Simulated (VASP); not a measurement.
Ge: single point with PBE

Ge:

```xyz
7
Lattice="2.8975 1.6729 6.2939 -2.8975 1.6729 6.2939 0.0000 -3.3457 6.2939" Properties=species:S:1:pos:R:3 pbc="T T T"
Ge   -1.5526   -0.8918   11.4970
Ge    0.0040    1.7905   11.4970
Ge    1.5486   -0.8987   11.4970
Ge    1.5526    0.8918    7.3847
Ge   -0.0040   -1.7905    7.3847
Ge   -1.5486    0.8987    7.3847
Ge    0.0000    0.0000    9.4408
```

The cell was generated, and may not be a known phase.

- Program: VASP 6.6.1
- Task: single point
- Functional: PBE
- Potentials or basis: VASP PAW PBE potentials, release 64 (Ge_d)
- Cutoff: 520 eV
- k mesh: 3 × 3 × 3
- Occupations: gaussian, width 0.1 eV
- Spin: no spin polarisation
- Dipole correction: no
- Further INCAR settings: ALGO = Normal; EDIFF = 1e-06; NBANDS = 58

```
Pressure               : 0.1 GPa
Largest force          : 0.012 eV/Å
Band gap on the k mesh : 0.75 eV (least direct gap 0.95 eV)
```

Forces in eV/Å, atoms in the order of the input:
```
Ge   0.008  0.002  0.008
Ge  -0.002 -0.008  0.008
Ge  -0.006  0.006  0.008
Ge  -0.008 -0.002 -0.008
Ge   0.002  0.008 -0.008
Ge   0.006 -0.006 -0.008
Ge   0.000  0.000  0.000
```

Stress tensor (GPa, compression positive):
```
0.02 0.00 0.00
0.00 0.02 0.00
0.00 0.00 0.27
```

Levels at points of the mesh, in eV from the valence-band top:
| k point | band 45 | band 46 | band 47 | band 48 | band 49 | band 50 | band 51 | band 52 | band 53 | band 54 |
| --- | --- | --- | --- | --- | --- | --- | --- | --- | --- | --- |
| (0.00, 0.00, 0.00) | -2.83 | -2.83 | -2.55 | -2.55 | -0.89 | 1.35 | 1.80 | 1.80 | 3.76 | 3.96 |

Run time: 74 s on 1 thread of Intel(R) Xeon(R) 6975P-C (Granite Rapids) (shared host), peak memory 0.38 GiB.

Caveat: the k points lie up to 0.43 Å⁻¹ apart. A k mesh can miss the band edges.
